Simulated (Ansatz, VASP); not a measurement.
This is a calculation of HfO2 for Ansatz 0.2.0.

Contents of input.yaml:

```yaml
crystal:
  lattice:
    - [5.118, 0.0, 0.0]
    - [0.0, 5.1857, 0.0]
    - [-0.8586630598, 0.0, 5.2138671406]
  atoms:
    - { symbol: Hf, position: [0.2755, 0.4603, 0.708] }
    - { symbol: Hf, position: [0.7245, 0.9603, 0.792] }
    - { symbol: Hf, position: [0.7245, 0.5397, 0.292] }
    - { symbol: Hf, position: [0.2755, 0.0397, 0.208] }
    - { symbol: O, position: [0.0742, 0.1684, 0.8467] }
    - { symbol: O, position: [0.9258, 0.6684, 0.6533] }
    - { symbol: O, position: [0.9258, 0.8316, 0.1533] }
    - { symbol: O, position: [0.0742, 0.3316, 0.3467] }
    - { symbol: O, position: [0.4487, 0.7419, 0.9801] }
    - { symbol: O, position: [0.5513, 0.2419, 0.5199] }
    - { symbol: O, position: [0.5513, 0.2581, 0.0199] }
    - { symbol: O, position: [0.4487, 0.7581, 0.4801] }
hamiltonian:
  xc: pbe
  pseudopotentials: { kind: paw }
kpoints:
  mp_grid: { grid: [5, 5, 5] }
scf:
  occupations: { method: gaussian, width: 0.012 }
output:
  forces: true
  stress: true
  eigenvalues: true
```

Potentials or basis: Ansatz PAW.

Launch:

```sh
$ ansatz run input.yaml --threads 4 --pin off --max-ram 11264MiB --backend cpu --events-out ev --progress --plain --runs-dir out
```

Q: Translate it to VASP 6.6.1. Potentials there: VASP PAW PBE potentials, release 64 (Hf_pv, O).

A: As run (the cutoff follows the program's own potentials):

The input INCAR:

```
  PREC = Accurate
  ENCUT = 520
  EDIFF = 1E-6
  ISMEAR = 0
  SIGMA = 0.012
  LREAL = False
  LASPH = True
  NELM = 80
  ALGO = Normal
  ISIF = 2
  LWAVE = False
  LCHARG = True
  GGA = PE
  LELF = True
  LVHAR = True
  NBANDS = 56
```

The input KPOINTS:

```
regular mesh
0
Gamma
  5 5 5
```

File POSCAR:

```
HfO2
1.0
    5.1180000000      0.0000000000      0.0000000000
    0.0000000000      5.1857000000      0.0000000000
   -0.8586630598      0.0000000000      5.2138671406
Hf O
4 8
Direct
    0.2755000000      0.4603000000      0.7080000000
    0.7245000000      0.9603000000      0.7920000000
    0.7245000000      0.5397000000      0.2920000000
    0.2755000000      0.0397000000      0.2080000000
    0.0742000000      0.1684000000      0.8467000000
    0.9258000000      0.6684000000      0.6533000000
    0.9258000000      0.8316000000      0.1533000000
    0.0742000000      0.3316000000      0.3467000000
    0.4487000000      0.7419000000      0.9801000000
    0.5513000000      0.2419000000      0.5199000000
    0.5513000000      0.2581000000      0.0199000000
    0.4487000000      0.7581000000      0.4801000000
```

Potentials or basis: VASP PAW PBE potentials, release 64 (Hf_pv, O).

Launch:

```console
$ cat potpaw_PBE.64/Hf_pv/POTCAR potpaw_PBE.64/O/POTCAR > POTCAR
$ mpirun -np 1 vasp_std > vasp.out
```

Both were run:

|  | VASP | Ansatz | Ansatz less VASP |
| --- | --- | --- | --- |
| gap on the k mesh at the Fermi level (eV) | 4.16 | 4.21 | +0.041 |
| least direct gap on the mesh (eV) | 4.23 | 4.27 | +0.038 |
| pressure (GPa) | 2.7 | 5.9 | +3.21 |
| traceless stress, the component that is largest in VASP (GPa) | -0.68 | -0.64 | +0.037 |
| rms of the force components (eV/Å) | 0.169 | 0.186 | +0.0176 |

Atom by atom the forces differ by 0.034 eV/Å (rms over components). VASP's potentials hold 88 valence electrons a cell and Ansatz's 152, so a difference there can come from the potentials and not from the codes.

Spin-orbit coupling is off throughout. Noted on Ansatz's run: odd divisions of the mesh miss points on the zone boundary, where band edges often lie, so the gap on the mesh can be too wide.
